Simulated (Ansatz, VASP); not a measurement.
# One calculation of LiH, two programs

The input INCAR:

```
PREC = Accurate
ENCUT = 750
EDIFF = 1E-6
ISMEAR = 0
SIGMA = 0.05
LREAL = False
LASPH = True
NELM = 120
ALGO = Normal
ISIF = 2
LWAVE = False
LCHARG = False
GGA = PE
NBANDS = 9
GGA_COMPAT = False
```

Contents of KPOINTS:

```
Automatic mesh
0
Gamma
  10 10 10
```

POSCAR

```
LiH
1.0
    0.0000000000      1.9512000000      2.0325000000
    2.0325000000      0.0000000000      2.0325000000
    2.0325000000      1.9512000000      0.0000000000
Li H
1 1
Direct
    0.0000000000      0.0000000000      0.0000000000
    0.5000000000      0.5000000000      0.5000000000
```

Input for Ansatz:

```yaml
crystal:
  lattice:
    - [0.0, 1.9512, 2.0325]
    - [2.0325, 0.0, 2.0325]
    - [2.0325, 1.9512, 0.0]
  atoms:
    - { symbol: Li, position: [0.0, 0.0, 0.0] }
    - { symbol: H, position: [0.5, 0.5, 0.5] }
basis:
  ecutwfc: 420
kpoints:
  mp_grid: { grid: [10, 10, 10] }
hamiltonian:
  xc: pbe
scf:
  occupations: { method: gaussian, width: 0.05 }
output:
  forces: true
  stress: true
  eigenvalues: true
```

Change from the starting cell: strain -0.0400 x Voigt [0, 1, 0, 0, 0, 0], atoms carried along.

Alike in both runs: task single point; functional PBE; k mesh 10 × 10 × 10; occupations gaussian, width 0.05 eV; no spin polarisation.

|  | VASP | Ansatz |
| --- | --- | --- |
| version | VASP 6.6.1 | Ansatz 0.2.0 |
| potentials or method | VASP PAW PBE potentials, release 64 (Li_sv, H), cutoff 750 eV | scalar-relativistic, plane waves, PAW |
| valence electrons in the cell | 4 | 4 |

VASP gave:

| Property | Result |
| --- | --- |
| gap on the k mesh at the Fermi level (eV) | 2.60 |
| least direct gap on the mesh (eV) | 2.91 |
| pressure (GPa) | -0.2 |
| traceless stress, the component that is largest in VASP (GPa) | 1.96 |

Question: Which values does Ansatz return?

Answer: gap on the k mesh at the Fermi level (eV): 2.60; least direct gap on the mesh (eV): 2.91; pressure (GPa): 0.0; traceless stress, the component that is largest in VASP (GPa): 1.96.
